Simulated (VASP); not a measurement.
# BaMgAsF (P4/nmm) in VASP: single point with PBE

Aim: the single point of BaMgAsF with PBE.

Program: VASP 6.6.1. These are calculated values, not measurements. Logs are shortened: lines on timing, memory, paths and dates and some standing lists are left out, and cuts for length are marked.

### Step 1. The cell of the first run

It takes space group P4/nmm (No. 129, tetragonal). The conventional cell has a = 4.418 Å, b = 4.418 Å, c = 9.687 Å, α = 90.00°, β = 90.00°, γ = 90.00°. Within 3.5 Å of Ba (site symmetry 4mm) lie 4 F at 2.67 Å. As (site symmetry 4mm) has 4 Mg at 2.71 Å and 4 Ba at 3.60 Å within 3.6 Å. Within 3.6 Å of Mg (site symmetry -4m2) lie 4 As at 2.71 Å and 4 Mg at 3.12 Å. F (site symmetry -4m2) has 4 Ba at 2.67 Å and 4 F at 3.12 Å within 3.5 Å.

### Step 2. Single point, PBE

The input, INCAR:

```
SYSTEM = BaMgAsF
PREC = Accurate
ENCUT = 520
EDIFF = 1E-7
ISMEAR = 0
SIGMA = 0.02
LREAL = .FALSE.
LASPH = .TRUE.
NELM = 80
ALGO = Normal
ISIF = 2
LWAVE = .FALSE.
LCHARG = .TRUE.
GGA = PE
LELF = .TRUE.
LVHAR = .TRUE.
NBANDS = 34
```

The input, KPOINTS:

```
Automatic mesh
0
G
  6 6 4
  0 0 0
```

The input, POSCAR:

```
BaMgAsF
1.0
    4.4176333074      0.0000000000      0.0000000000
    0.0000000000      4.4176333074      0.0000000000
    0.0000000000      0.0000000000      9.6873358226
Ba As Mg F
2 2 2 2
Direct
    0.5000000000      0.0000000000      0.1547361974
    0.0000000000      0.5000000000      0.8452638026
    0.5000000000      0.0000000000      0.6613527585
    0.0000000000      0.5000000000      0.3386472415
    0.5000000000      0.5000000000      0.5000000000
    0.0000000000      0.0000000000      0.5000000000
    0.5000000000      0.5000000000      0.0000000000
    0.0000000000      0.0000000000      0.0000000000
```

Potentials or basis: VASP PAW PBE potentials, release 64 (Ba_sv, As, Mg, F).

On the command line:

```console
cat potpaw_PBE.64/Ba_sv/POTCAR potpaw_PBE.64/As/POTCAR potpaw_PBE.64/Mg/POTCAR potpaw_PBE.64/F/POTCAR > POTCAR
mpirun -np 1 vasp_std > vasp.out
```

OUTCAR:

```text
SYSTEM = BaMgAsF
   PREC = Accurate
   ENCUT = 520
   EDIFF = 1E-7
   ISMEAR = 0
   LREAL = .FALSE.
   LASPH = .TRUE.
   NELM = 80
   ISIF = 2
   GGA = PE

 ion  position               nearest neighbor table
   1  0.500  0.000  0.155-   7 2.67   8 2.67   7 2.67   8 2.67   4 3.60   4 3.60   4 3.60   4 3.60
                             5 4.01   6 4.01   5 4.01   6 4.01   2 4.33   2 4.33   2 4.33   2 4.33
   2  0.000  0.500  0.845-   7 2.67   8 2.67   8 2.67   7 2.67   3 3.60   3 3.60   3 3.60   3 3.60
                             5 4.01   5 4.01   6 4.01   6 4.01   1 4.33   1 4.33   1 4.33   1 4.33
   3  0.500  0.000  0.661-   5 2.71   6 2.71   5 2.71   6 2.71   2 3.60   2 3.60   2 3.60   2 3.60

   4  0.000  0.500  0.339-   5 2.71   6 2.71   6 2.71   5 2.71   1 3.60   1 3.60   1 3.60   1 3.60

   5  0.500  0.500  0.500-   3 2.71   4 2.71   3 2.71   4 2.71   6 3.12   6 3.12   6 3.12   6 3.12
                             2 4.01   1 4.01   2 4.01   1 4.01
   6  0.000  0.000  0.500-   3 2.71   4 2.71   4 2.71   3 2.71   5 3.12   5 3.12   5 3.12   5 3.12
                             1 4.01   2 4.01   2 4.01   1 4.01
   7  0.500  0.500  0.000-   1 2.67   2 2.67   1 2.67   2 2.67
   8  0.000  0.000  0.000-   1 2.67   2 2.67   2 2.67   1 2.67

  LATTYP: Found a simple tetragonal cell.
 ALAT       =     4.4176333074
 C/A-ratio  =     2.1928791161

  Lattice vectors:

 A1 = (   4.4176333074,   0.0000000000,   0.0000000000)
 A2 = (   0.0000000000,   4.4176333074,   0.0000000000)
 A3 = (   0.0000000000,   0.0000000000,   9.6873358226)

Analysis of symmetry for initial positions (statically):
=====================================================================
 Subroutine PRICEL returns:
 Original cell was already a primitive cell.

 Routine SETGRP: Setting up the symmetry group for a
 simple tetragonal supercell.

 Subroutine GETGRP returns: Found 16 space group operations
 (whereof  8 operations were pure point group operations)
 out of a pool of 16 trial point group operations.

The static configuration has the point symmetry D_2d.
 The point group associated with its full space group is D_4h.

Analysis of symmetry for dynamics (positions and initial velocities):
=====================================================================
 Subroutine PRICEL returns:
 Original cell was already a primitive cell.

 Routine SETGRP: Setting up the symmetry group for a
 simple tetragonal supercell.

 Subroutine GETGRP returns: Found 16 space group operations
 (whereof  8 operations were pure point group operations)
 out of a pool of 16 trial point group operations.

The dynamic configuration has the point symmetry D_2d.
 The point group associated with its full space group is D_4h.

 Subroutine INISYM returns: Found 16 space group operations
 (whereof  8 operations are pure point group operations),
 and found     1 'primitive' translations

----------------------------------------------------------------------------------------

                                     Primitive cell

  volume of cell :     189.0530

  direct lattice vectors                    reciprocal lattice vectors
     4.417633307  0.000000000  0.000000000     0.226365552  0.000000000  0.000000000
     0.000000000  4.417633307  0.000000000     0.000000000  0.226365552  0.000000000
     0.000000000  0.000000000  9.687335823     0.000000000  0.000000000  0.103227556

  length of vectors
     4.417633307  4.417633307  9.687335823     0.226365552  0.226365552  0.103227556

  position of ions in fractional coordinates (direct lattice)
     0.500000000  0.000000000  0.154736197
     0.000000000  0.500000000  0.845263803
     0.500000000  0.000000000  0.661352759
     0.000000000  0.500000000  0.338647241
     0.500000000  0.500000000  0.500000000
     0.000000000  0.000000000  0.500000000
     0.500000000  0.500000000  0.000000000
     0.000000000  0.000000000  0.000000000

  ion indices of the primitive-cell ions
   primitive index   ion index
                 1           1
                 2           2
                 3           3
                 4           4
                 5           5
                 6           6
                 7           7
                 8           8

----------------------------------------------------------------------------------------

 KPOINTS: Automatic mesh

Automatic generation of k-mesh.
 Grid dimensions read from file:
 generate k-points for:    6    6    4

 Generating k-lattice:

  Cartesian coordinates                     Fractional coordinates (reciprocal lattice)
     0.037727592  0.000000000  0.000000000     0.166666667  0.000000000  0.000000000
     0.000000000  0.037727592  0.000000000     0.000000000  0.166666667  0.000000000
     0.000000000  0.000000000  0.025806889     0.000000000  0.000000000  0.250000000

  Length of vectors
     0.037727592  0.037727592  0.025806889

  Shift w.r.t. Gamma in fractional coordinates (k-lattice)
     0.000000000  0.000000000  0.000000000

 Subroutine IBZKPT returns following result:
 ===========================================

 Found     30 irreducible k-points:

 Following reciprocal coordinates:
            Coordinates               Weight
  0.000000  0.000000  0.000000      1.000000
  0.166667  0.000000  0.000000      4.000000
  0.333333  0.000000  0.000000      4.000000
  0.500000  0.000000  0.000000      2.000000
  0.166667  0.166667  0.000000      4.000000
  0.333333  0.166667  0.000000      8.000000
[... 16 lines left out ...]
  0.333333  0.000000  0.500000      4.000000
  0.500000  0.000000  0.500000      2.000000
 [... further k-points ...]
   k-points           NKPTS =     30   k-points in BZ     NKDIM =     30   number of bands    NBANDS=     34
   number of dos      NEDOS =    301   number of ions     NIONS =      8
   total plane-waves  NPLWV =  93312
   dimension x,y,z NGX =    36 NGY =   36 NGZ =   72
   dimension x,y,z NGXF=    72 NGYF=   72 NGZF=  144
   ions per type =               2   2   2   2
   NGX,Y,Z   is equivalent  to a cutoff of  13.55, 13.55, 12.36 a.u.
   NGXF,Y,Z  is equivalent  to a cutoff of  27.10, 27.10, 24.71 a.u.
 SYSTEM =  BaMgAsF
   PREC   = accura    normal or accurate (medium, high low for compatibility)
   ISTART =      0    job   : 0-new  1-cont  2-samecut
   ICHARG =      2    charge: 1-file 2-atom 10-const
   ISPIN  =      1    spin polarized calculation?
   LNONCOLLINEAR =      F non collinear calculations
   LSORBIT =      F    spin-orbit coupling
   LASPH  =      T    aspherical Exc in radial PAW
   ENCUT  =  520.0 eV  38.22 Ry    6.18 a.u.   8.21  8.21 18.01*2*pi/ulx,y,z
   NELM   =     80;   NELMIN=  2; NELMDL= -5     # of ELM steps
   EDIFF  = 0.1E-06   stopping-criterion for ELM
   LREAL  =      F    real-space projection
   EDIFFG = 0.1E-05   stopping-criterion for IOM
   NSW    =      0    number of steps for IOM
   IBRION =     -1    ionic relax: 0-MD 1-quasi-New 2-CG
   NFREE  =      0    steps in history (QN), initial steepest desc. (CG)
   ISIF   =      2    stress and relaxation
   ISYM   =      2    0-nonsym 1-usesym 2-fastsym
   POTIM  = 0.5000    time-step for ionic-motion
   TEBEG  =    0.0;   TEEND  =   0.0 temperature during run
   PSTRESS=    0.0 pullay stress
   NELECT =      48.0000    total number of electrons
   NUPDOWN=      -1.0000    fix difference up-down
   EMIN   =  10.00;   EMAX   =-10.00  energy-range for DOS
   EFERMI =   0.00;   METHOD = LEGACY
   ISMEAR =     0;   SIGMA  =   0.02  broadening in eV -4-tet -1-fermi 0-gaus
   EFERMI_NEDOS =   21; number of points for ismear=-14 and -15
   IALGO  =     38    algorithm
   IMIX   =      4    mixing-type and parameters
     AMIX     =   0.40;   BMIX     =  1.00
     AMIX_MAG =   1.60;   BMIX_MAG =  1.00
  volume/ion in A,a.u.               =      23.63       159.47
  Fermi-wavevector in a.u.,A,eV,Ry     =   1.036639  1.958963 14.621085  1.074619
  Thomas-Fermi vector in A             =   2.171039
   LORBIT       =      0    0 simple, 1 ext, 2 COOP (PROOUT), +10 PAW based schemes
   GGA     = PE    functional components
   LHFCALC =     F    Hartree Fock is set to
   AEXX    =    0.0000 exact exchange contribution
   IVDW    =     0    specifies the selected vdW correction
   LEPSILON=     F    determine dielectric tensor
   LRPA    =     F    only Hartree local field effects (RPA)
 non-spin polarized calculation
 Gauss-broadening in eV      SIGMA  =   0.02
  energy-cutoff  :      520.00
  volume of cell :      189.05
 maximum number of plane-waves:      5129
 NGX is ok and might be reduce to    36
   NGX = 17   NGY = 17   NGZ = 37

 number of electron      47.9999962 magnetization

 Free energy of the ion-electron system (eV)
  ---------------------------------------------------
  ext. energy  EPLUGINS =         0.00000000
  ---------------------------------------------------
  free energy    TOTEN  =       -36.28140025 eV

  energy without entropy =      -36.28140025  energy(sigma->0) =      -36.28140025

 E-fermi :   2.5618     XC(G=0):  -8.9462

 val. band max:        2.3736570998   @ k =   0.0000   0.0000   0.0000
 cond. band min:       3.9186230022   @ k =   0.0000   0.0000   0.0000
 fundamental gap:      1.5449659025
 Fermi energy:         2.5617613973

 k-point     1 :       0.0000    0.0000    0.0000
  band No.  band energies     occupation
      1     -24.9485      2.00000
      2     -24.7945      2.00000
      3     -20.8448      2.00000
      4     -20.7968      2.00000
      5     -10.1045      2.00000
      6     -10.1045      2.00000
[... 26 lines left out ...]
     33       8.0713      0.00000
     34       8.0899      0.00000

 k-point     2 :       0.1667    0.0000    0.0000
  band No.  band energies     occupation
      1     -24.9277      2.00000
      2     -24.7936      2.00000
      3     -20.8575      2.00000
      4     -20.8169      2.00000
      5     -10.1954      2.00000
      6     -10.0808      2.00000
[... 26 lines left out ...]
     33       7.4142      0.00000
     34       7.7667      0.00000
[... 775 lines left out ...]
     33       7.5175      0.00000
     34       7.7070      0.00000

 k-point    24 :       0.5000    0.0000    0.5000
  band No.  band energies     occupation
      1     -24.8277      2.00000
      2     -24.8277      2.00000
      3     -20.8875      2.00000
      4     -20.8875      2.00000
      5     -10.1531      2.00000
      6     -10.1531      2.00000
[... 26 lines left out ...]
     33       7.4501      0.00000
     34       7.4501      0.00000

 [... further k-points ...]
[... 5 lines left out ...]
  --------------------------------------------------------------------------------------
  -------------------------------------------------------------------------------------
  Total        0.6063943      0.6063943      0.5821264      0.0000000      0.0000000      0.0000000
  in kB        5.1390401      5.1390401      4.9333759      0.0000000      0.0000000      0.0000000
  external PRESSURE =       5.0704853 kB  Pullay stress =       0.0000000 kB

 VOLUME and BASIS-vectors are now :
 -----------------------------------------------------------------------------
  energy-cutoff  :      520.00
  volume of cell :      189.05
      direct lattice vectors                 reciprocal lattice vectors
     4.417633307  0.000000000  0.000000000     0.226365552  0.000000000  0.000000000
     0.000000000  4.417633307  0.000000000     0.000000000  0.226365552  0.000000000
     0.000000000  0.000000000  9.687335823     0.000000000  0.000000000  0.103227556

 POSITION                                       TOTAL-FORCE (eV/Angst)
 -----------------------------------------------------------------------------------
      2.20882      0.00000      1.49898        -0.000000      0.000000      0.118189
      0.00000      2.20882      8.18835         0.000000      0.000000     -0.118189
      2.20882      0.00000      6.40675         0.000000      0.000000     -0.027793
      0.00000      2.20882      3.28059         0.000000      0.000000      0.027793
      2.20882      2.20882      4.84367         0.000000     -0.000000      0.000000
      0.00000      0.00000      4.84367         0.000000      0.000000      0.000000
      2.20882      2.20882      0.00000         0.000000     -0.000000      0.000000
      0.00000      0.00000      0.00000         0.000000      0.000000      0.000000
 -----------------------------------------------------------------------------------
    total drift:                                0.000000      0.000000      0.000000

  FREE ENERGIE OF THE ION-ELECTRON SYSTEM (eV)
  ---------------------------------------------------
  free  energy   TOTEN  =       -36.2814002462 eV

  energy  without entropy=      -36.2814002462  energy(sigma->0) =      -36.28140025
```

Run time: 5.8 min. Hardware: 1 thread of AMD EPYC 7R13, shared host; peak memory 0.4 GiB.

What came out:

| Quantity | Value |
| --- | --- |
| Free energy | -36.2814 eV |
| Pressure | 0.5 GPa |
| Largest force | 0.118 eV/Å |
| Band gap on the k mesh | 1.54 eV, direct |

Forces in eV/Å, atoms in the order of the input:
```
Ba   0.000  0.000  0.118
Ba   0.000  0.000 -0.118
As   0.000  0.000 -0.028
As   0.000  0.000  0.028
Mg   0.000  0.000  0.000
Mg   0.000  0.000  0.000
F    0.000  0.000  0.000
F    0.000  0.000  0.000
```

Caveat: spin-orbit coupling is left out, which moves the levels of the heavy elements. Expect the measured gap to be larger: semilocal functionals such as PBE lack the derivative discontinuity.
